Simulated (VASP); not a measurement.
# BiTe (I4/mmm) in VASP: notebook, part 2 of 2

VASP 6.6.1.

### 3 Single point, PBEsol (strain +0.030 along x and y, -0.015 along z)

The input, INCAR:

```
SYSTEM = BiTe
  ALGO = Normal
  EDIFF = 1E-7
  ENCUT = 520
  GGA = PS
  ISIF = 2
  ISMEAR = 0
  LASPH = .TRUE.
  LCHARG = .FALSE.
  LREAL = .FALSE.
  LWAVE = .FALSE.
  NBANDS = 18
  NELM = 100
  PREC = Accurate
  SIGMA = 0.15
```

The input, KPOINTS:

```
k-points
0
G
  14 14 14
  0 0 0
```

The input, POSCAR:

```
BiTe
1.0
    0.0000000000      3.3320500000      3.1864750000
    3.3320500000      0.0000000000      3.1864750000
    3.3320500000      3.3320500000      0.0000000000
Bi Te
1 1
Direct
    0.0000000000      0.0000000000      0.0000000000
    0.5000000000      0.5000000000      0.5000000000
```

Potentials or basis: VASP PAW PBE potentials, release 64 (Bi_d, Te).

The run is started by

```console
$ cat potpaw_PBE.64/Bi_d/POTCAR potpaw_PBE.64/Te/POTCAR > POTCAR
$ mpirun -np 1 vasp_std > vasp.out
```

OUTCAR:

```text
SYSTEM = BiTe
   EDIFF = 1E-7
   ENCUT = 520
   GGA = PS
   ISIF = 2
   ISMEAR = 0
   LASPH = .TRUE.
   LREAL = .FALSE.
   NELM = 100
   PREC = Accurate

 ion  position               nearest neighbor table
   1  0.000  0.000  0.000-   2 3.19   2 3.19   2 3.33   2 3.33   2 3.33   2 3.33
   2  0.500  0.500  0.500-   1 3.19   1 3.19   1 3.33   1 3.33   1 3.33   1 3.33

  LATTYP: Found a body centered tetragonal cell.
 ALAT       =     4.7122303005
 C/A-ratio  =     1.3524275329

  Lattice vectors:

 A1 = (   0.0000000000,  -3.3320500000,  -3.1864750000)
 A2 = (   0.0000000000,   3.3320500000,  -3.1864750000)
 A3 = (   3.3320500000,   0.0000000000,   3.1864750000)

Analysis of symmetry for initial positions (statically):
=====================================================================
 Subroutine PRICEL returns:
 Original cell was already a primitive cell.

 Routine SETGRP: Setting up the symmetry group for a
 body centered tetragonal supercell.

 Subroutine GETGRP returns: Found 16 space group operations
 (whereof 16 operations were pure point group operations)
 out of a pool of 16 trial point group operations.

The static configuration has the point symmetry D_4h.

Analysis of symmetry for dynamics (positions and initial velocities):
=====================================================================
 Subroutine PRICEL returns:
 Original cell was already a primitive cell.

 Routine SETGRP: Setting up the symmetry group for a
 body centered tetragonal supercell.

 Subroutine GETGRP returns: Found 16 space group operations
 (whereof 16 operations were pure point group operations)
 out of a pool of 16 trial point group operations.

The dynamic configuration has the point symmetry D_4h.

 Subroutine INISYM returns: Found 16 space group operations
 (whereof 16 operations are pure point group operations),
 and found     1 'primitive' translations

----------------------------------------------------------------------------------------

[... 111 lines left out ...]
     AMIX     =   0.40;   BMIX     =  1.00
     AMIX_MAG =   1.60;   BMIX_MAG =  1.00
  volume/ion in A,a.u.               =      35.38       238.74
  Fermi-wavevector in a.u.,A,eV,Ry     =   1.092010  2.063600 16.224765  1.192487
  Thomas-Fermi vector in A             =   2.228267
   LORBIT       =      0    0 simple, 1 ext, 2 COOP (PROOUT), +10 PAW based schemes
   GGA     = PS    functional components
   LHFCALC =     F    Hartree Fock is set to
   AEXX    =    0.0000 exact exchange contribution
   IVDW    =     0    specifies the selected vdW correction
   LEPSILON=     F    determine dielectric tensor
   LRPA    =     F    only Hartree local field effects (RPA)
 non-spin polarized calculation
 Gauss-broadening in eV      SIGMA  =   0.15
  energy-cutoff  :      520.00
  volume of cell :       70.76
 maximum number of plane-waves:      1932
   NGX = 17   NGY = 17   NGZ = 17

 number of electron      20.9999998 magnetization

 Free energy of the ion-electron system (eV)
  ---------------------------------------------------
  ext. energy  EPLUGINS =         0.00000000
  ---------------------------------------------------
  free energy    TOTEN  =        -7.91170661 eV

  energy without entropy =       -7.89439830  energy(sigma->0) =       -7.90305246

 E-fermi :   5.9563     XC(G=0):  -9.3982

 val. band max:        5.9529720118   @ k =   0.2857  -0.0000   0.1429
 cond. band min:       5.9575165003   @ k =  -0.2857   0.2143   0.0000
 fundamental gap:      0.0045444884
 Fermi energy:         5.9562957033

 k-point     1 :       0.0000    0.0000    0.0000
  band No.  band energies     occupation
      1     -17.0990      2.00000
      2     -17.0885      2.00000
      3     -17.0885      2.00000
      4     -17.0715      2.00000
      5     -17.0697      2.00000
      6      -7.2883      2.00000
[... 481 lines left out ...]
      5     -17.0700      2.00000
      6      -6.6173      2.00000
[... 10 lines left out ...]
     17      13.1193      0.00000
     18      13.6710      0.00000

 [... further k-points ...]

------------------------ aborting loop because EDIFF is reached ----------------------------------------

  FORCE on cell =-STRESS in cart. coord.  units (eV):
  Direction    XX          YY          ZZ          XY          YZ          ZX
  --------------------------------------------------------------------------------------
  -------------------------------------------------------------------------------------
  Total       -1.9571230     -1.9571230     -0.5611421      0.0000000      0.0000000      0.0000000
  in kB      -44.3164724    -44.3164724    -12.7063235      0.0000000      0.0000000      0.0000000
  external PRESSURE =     -33.7797561 kB  Pullay stress =       0.0000000 kB

 VOLUME and BASIS-vectors are now :
 -----------------------------------------------------------------------------
  energy-cutoff  :      520.00
  volume of cell :       70.76
      direct lattice vectors                 reciprocal lattice vectors
     0.000000000  3.332050000  3.186475000    -0.150057772  0.150057772  0.156913203
     3.332050000  0.000000000  3.186475000     0.150057772 -0.150057772  0.156913203
     3.332050000  3.332050000  0.000000000     0.150057772  0.150057772 -0.156913203

 POSITION                                       TOTAL-FORCE (eV/Angst)
 -----------------------------------------------------------------------------------
      0.00000      0.00000      0.00000         0.000000     -0.000000     -0.000000
      3.33205      3.33205      3.18648        -0.000000      0.000000      0.000000
 -----------------------------------------------------------------------------------
    total drift:                               -0.000000      0.000000      0.000000

  FREE ENERGIE OF THE ION-ELECTRON SYSTEM (eV)
  ---------------------------------------------------
  free  energy   TOTEN  =        -7.9117066130 eV

  energy  without entropy=       -7.8943983001  energy(sigma->0) =       -7.90305246
```

OSZICAR:

```text
N       E                     dE             d eps       ncg     rms          rms(c)
DAV:   1     0.156797991372E+03    0.15680E+03   -0.97836E+03  8792   0.110E+03
DAV:   2     0.399131343344E+01   -0.15281E+03   -0.14897E+03  9548   0.301E+02
DAV:   3    -0.761376382712E+01   -0.11605E+02   -0.11483E+02 10822   0.880E+01
DAV:   4    -0.793319825374E+01   -0.31943E+00   -0.31887E+00 10640   0.158E+01
DAV:   5    -0.794719005172E+01   -0.13992E-01   -0.13991E-01 12302   0.311E+00    0.610E+00
DAV:   6    -0.791107714290E+01    0.36113E-01   -0.11342E-01 12690   0.214E+00    0.375E+00
DAV:   7    -0.791199535507E+01   -0.91821E-03   -0.24635E-02  9986   0.871E-01    0.674E-01
DAV:   8    -0.791165429440E+01    0.34106E-03   -0.35172E-03 11234   0.417E-01    0.945E-02
DAV:   9    -0.791170885982E+01   -0.54565E-04   -0.37466E-04  9800   0.121E-01    0.417E-02
DAV:  10    -0.791170868647E+01    0.17336E-06   -0.15934E-05 11690   0.235E-02    0.283E-02
DAV:  11    -0.791170735780E+01    0.13287E-05   -0.60614E-06 12014   0.150E-02    0.879E-03
DAV:  12    -0.791170660797E+01    0.74983E-06   -0.82219E-07 10566   0.777E-03    0.135E-03
DAV:  13    -0.791170661300E+01   -0.50313E-08   -0.99630E-08  5214   0.237E-03
   1 F= -.79117066E+01 E0= -.79030525E+01  d E =-.173083E-01
```

stdout:

```text
POSCAR found type information on POSCAR BiTe
 POSCAR found :  2 types and       2 ions
 scaLAPACK will be used
 -----------------------------------------------------------------------------
|                                                                             |
|                                                                             |
|     You enforced a specific xc type in the INCAR file but a different       |
|     I HOPE YOU KNOW WHAT YOU ARE DOING!                                     |
|                                                                             |
 -----------------------------------------------------------------------------

 LDA part: xc-table for (Slater+PW92), standard interpolation
 POSCAR, INCAR and KPOINTS ok, starting setup
 FFT: planning ... GRIDC
 FFT: planning ... GRID_SOFT
 FFT: planning ... GRID
 WAVECAR not read
 entering main loop
```

Wall time 2 min (1 thread of Intel Xeon 6975P-C (Granite Rapids), shared host); peak memory 0.44 GiB.

What came out:

```yaml
Free_energy: -7.9117 eV
Pressure: -3.4 GPa
Band_gap_on_the_k_mesh: zero (an odd number of electrons rules out a gap without spin polarisation)
```

Caveat: the cell differs from its parent crystal (strain +0.030 along x and y, -0.015 along z); the cell stands under tension; the PAW data sets were made with another functional, which shifts forces and pressure a little; spin-orbit coupling is left out, which moves the levels of the heavy elements.

### 4 Single point, PBEsol (strain +0.030 along x and y, +0.000 along z)

The input, INCAR:

```
PREC     = Accurate       # precision mode
ENCUT    = 520            # plane-wave cutoff, eV
EDIFF    = 1E-7           # SCF threshold, eV
ISMEAR   = 0              # smearing method
SIGMA    = 0.15           # smearing width, eV
LREAL    = F              # projectors in reciprocal space
LASPH    = T              # aspherical terms in the spheres
NELM     = 100            # most SCF steps
ALGO     = Normal         # electronic algorithm
ISIF     = 2              # what is computed and relaxed
LWAVE    = F              # write WAVECAR
LCHARG   = F              # write CHGCAR
GGA      = PS             # functional
NBANDS   = 18             # bands
```

The input, KPOINTS:

```
regular mesh
0
Gamma
  14 14 14
```

The input, POSCAR:

```
BiTe
1.0
    0.0000000000      3.3320500000      3.2350000000
    3.3320500000      0.0000000000      3.2350000000
    3.3320500000      3.3320500000      0.0000000000
Bi Te
1 1
Direct
    0.0000000000      0.0000000000      0.0000000000
    0.5000000000      0.5000000000      0.5000000000
```

The run is started by

```console
$ cat potpaw_PBE.64/Bi_d/POTCAR potpaw_PBE.64/Te/POTCAR > POTCAR
$ mpirun -np 1 vasp_std > vasp.out
```

Wall time 2 min (1 thread of Intel Xeon 6975P-C (Granite Rapids), shared host); peak memory 0.44 GiB.

Results (log left out):

- Free energy: -7.8984 eV
- Pressure: -4.0 GPa
- Band gap on the k mesh: zero (an odd number of electrons rules out a gap without spin polarisation)

Stress tensor (GPa, compression positive):
```
-4.66  0.00  0.00
 0.00 -4.66  0.00
 0.00  0.00 -2.74
```

Levels at points of the mesh, in eV from the Fermi level:
| k point | band 8 | band 9 | band 10 | band 11 | band 12 | band 13 |
| --- | --- | --- | --- | --- | --- | --- |
| (0.00, 0.00, 0.00) | -2.62 | -2.24 | -2.24 | 1.82 | 1.82 | 2.47 |
| (0.50, 0.00, 0.00) | -1.80 | -1.78 | -1.57 | -0.84 | -0.57 | -0.48 |
| (0.50, 0.50, 0.00) | -5.35 | -3.76 | -3.76 | 2.35 | 3.27 | 3.27 |
| (0.50, 0.00, 0.50) | -5.24 | -3.91 | -3.54 | 2.41 | 3.03 | 3.70 |

Caveat: the cell differs from its parent crystal (strain +0.030 along x and y, +0.000 along z); the cell stands under tension; the PAW data sets were made with another functional, which shifts forces and pressure a little; spin-orbit coupling is left out, which moves the levels of the heavy elements.

### 5 Overview

| cell | gap on the mesh (eV) | pressure (GPa) |
| --- | --- | --- |
| a = 4.577, b = 4.577, c = 4.712 Å, angles 59.0, 59.0, 62.0°, 2 atoms | none | -2.6 |
| a = 4.610, b = 4.610, c = 4.712 Å, angles 59.3, 59.3, 61.5°, 2 atoms | none | -3.4 |
| a = 4.644, b = 4.644, c = 4.712 Å, angles 59.5, 59.5, 61.0°, 2 atoms | none | -4.0 |

Alike in all rows: task single point; level PBEsol; potentials or basis VASP PAW PBE potentials, release 64 (Bi_d, Te); no spin polarisation; k mesh 14 × 14 × 14; cutoff (eV) 520; smearing gaussian 0.15 eV.

Caveats: the PAW data sets were made with another functional, which shifts forces and pressure a little; spin-orbit coupling is left out, which moves the levels of the heavy elements; the cell stands under tension (at least some runs).

Total energies depend on the potentials used, so only differences within one code and one set of settings carry meaning.
